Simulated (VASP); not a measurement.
A run of VASP 6.6.1 is set up as follows.

File POSCAR:

```
ZnS
1.0
    0.0000000000      2.7020000000      2.7020000000
    2.7020000000      0.0000000000      2.7020000000
    2.7020000000      2.7020000000      0.0000000000
Zn S
1 1
Direct
    0.2500000000      0.2500000000      0.2500000000
    0.0000000000      0.0000000000      0.0000000000
```

Contents of INCAR.step1:

```
SYSTEM = ZnS
ALGO = Normal
EDIFF = 1E-5
ENCUT = 400
GGA = PE
GGA_COMPAT = .False.
ISIF = 2
ISMEAR = 0
LASPH = .True.
LCHARG = .False.
LREAL = .False.
LWAVE = .True.
NBANDS = 16
NELM = 120
PREC = Accurate
SIGMA = 0.1
```

INCAR.step2

```
SYSTEM = ZnS
AEXX = 0.25
ALGO = Normal
EDIFF = 1E-6
ENCUT = 400
GGA = PE
GGA_COMPAT = .False.
HFSCREEN = 0.3
ISIF = 2
ISMEAR = 0
ISTART = 1
LASPH = .True.
LCHARG = .False.
LHFCALC = .True.
LREAL = .False.
LWAVE = .False.
NBANDS = 16
NELM = 120
PREC = Accurate
PRECFOCK = Normal
SIGMA = 0.1
```

The input KPOINTS:

```
k-points
0
Gamma
  6 6 6
  0 0 0
```

Potentials or basis: VASP PAW PBE potentials, release 64 (Zn, S).

The run is started by

```bash
$ cat potpaw_PBE.64/Zn/POTCAR potpaw_PBE.64/S/POTCAR > POTCAR
$ cp INCAR.step1 INCAR
$ mpirun -np 1 vasp_std > vasp.out
$ cp INCAR.step2 INCAR
$ mpirun -np 1 vasp_std > vasp.out
```

Problem. Estimate the pressure.

Solution. 0.8 GPa.

Problem. Estimate the band gap on the k mesh.

Solution. 3.12 eV.

Caveat: the PAW data sets were made with another functional, which shifts forces and pressure a little.

**Experimental background.**

From “Electronic, vibrational, and thermodynamic properties of ZnS (zincblende and rocksalt structure)”, 2009, arxiv:0911.5022, for a bulk crystal of ZnS at 19 K: band gap 3.85 eV (direct).

A measured gap of ZnS is 3.85 eV (direct; 19 K; quoted in “Electronic, vibrational, and thermodynamic properties of ZnS (zincblende and rocksalt structure)”, 2009, arxiv:0911.5022); the calculated 3.12 eV misses it by -0.73 eV. The value is that of PBE-based screened hybrid with 25 % exact exchange, without temperature or zero-point motion.
